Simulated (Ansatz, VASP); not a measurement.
## Sn3As: VASP beside Ansatz

INCAR

```
SYSTEM = Sn3As
ALGO = Fast
EDIFF = 1E-7
ENCUT = 520
GGA = PE
ISIF = 2
ISMEAR = 0
LASPH = .TRUE.
LCHARG = .FALSE.
LREAL = .FALSE.
LWAVE = .FALSE.
NBANDS = 32
NELM = 80
PREC = Accurate
SIGMA = 0.1
```

File KPOINTS:

```
k-points
0
G
  12 12 12
  0 0 0
```

POSCAR

```
Sn3As
1.0
   -2.9707030523      2.9707030523      2.9707030523
    2.9707030523     -2.9707030523      2.9707030523
    2.9707030523      2.9707030523     -2.9707030523
Sn As
3 1
Direct
    0.0000000000      0.5000000000      0.5000000000
    0.5000000000      0.0000000000      0.5000000000
    0.5000000000      0.5000000000      0.0000000000
    0.0000000000      0.0000000000      0.0000000000
```

Input for Ansatz:

```yaml
crystal:
  lattice:
    - [-2.9707030523, 2.9707030523, 2.9707030523]
    - [2.9707030523, -2.9707030523, 2.9707030523]
    - [2.9707030523, 2.9707030523, -2.9707030523]
  atoms:
    - { symbol: Sn, position: [0.0, 0.5, 0.5] }
    - { symbol: Sn, position: [0.5, 0.0, 0.5] }
    - { symbol: Sn, position: [0.5, 0.5, 0.0] }
    - { symbol: As, position: [0.0, 0.0, 0.0] }
basis:
  ecutwfc: 420
kpoints:
  mp_grid: { grid: [12, 12, 12] }
hamiltonian:
  xc: pbe
scf:
  occupations: { method: gaussian, width: 0.1 }
output:
  forces: true
  stress: true
  eigenvalues: true
  write_density: true
  write_potential: true
  elf: true
  volumetric_format: npy
```

Alike in both runs: task single point; functional PBE; k mesh 12 × 12 × 12; occupations gaussian, width 0.1 eV; no spin polarisation.

|  | VASP | Ansatz |
| --- | --- | --- |
| version | VASP 6.6.1 | Ansatz 0.2.0 |
| potentials or method | VASP PAW PBE potentials, release 64 (Sn_d, As), cutoff 520 eV | scalar-relativistic, plane waves, PAW |
| valence electrons in the cell | 47 | 57 |

|  | VASP | Ansatz | Ansatz less VASP |
| --- | --- | --- | --- |
| gap on the k mesh at the Fermi level (eV) | none | none | - |
| pressure (GPa) | 1.7 | 1.7 | +0.02 |

A gap of «none» marks a metal or a gap that the smearing closes. VASP's potentials hold 47 valence electrons a cell and Ansatz's 57, so a difference there can come from the potentials and not from the codes.
